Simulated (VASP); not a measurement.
Input of a VASP 6.6.1 run:

File INCAR:

```
ALGO = Normal
EDIFF = 1E-7
ENCUT = 520
GGA = PS
ISIF = 2
ISMEAR = 0
LASPH = True
LCHARG = False
LREAL = False
LWAVE = False
NBANDS = 21
NELM = 100
PREC = Accurate
SIGMA = 0.02
```

KPOINTS

```
k-points
0
Gamma
  9 9 6
```

File POSCAR:

```
BaH2
1.0
    4.3203889210      0.0000000000      0.0000000000
   -2.1601944605      3.7415665599      0.0000000000
    0.0000000000      0.0000000000      5.6108569963
Ba H
2 4
Direct
    0.6666666667      0.3333333333      0.7500000000
    0.3333333333      0.6666666667      0.2500000000
    0.3333333333      0.6666666667      0.7500000000
    0.6666666667      0.3333333333      0.2500000000
    0.0000000000      0.0000000000      0.5000000000
    0.0000000000      0.0000000000      0.0000000000
```

Potentials or basis: VASP PAW PBE potentials, release 64 (Ba_sv, H).

The run is started by

```sh
$ cat potpaw_PBE.64/Ba_sv/POTCAR potpaw_PBE.64/H/POTCAR > POTCAR
$ mpirun -np 1 vasp_std > vasp.out
```

Problem. What does it give for the band gap on the k mesh?

Solution. 1.63 eV (least direct gap 2.35 eV).

Problem. Predict the pressure.

Solution. 3.4 GPa.

Caveat: the cell stands under pressure; the PAW data sets were made with another functional, which shifts forces and pressure a little; spin-orbit coupling is left out, which moves the levels of the heavy elements. A k mesh can miss the band edges.
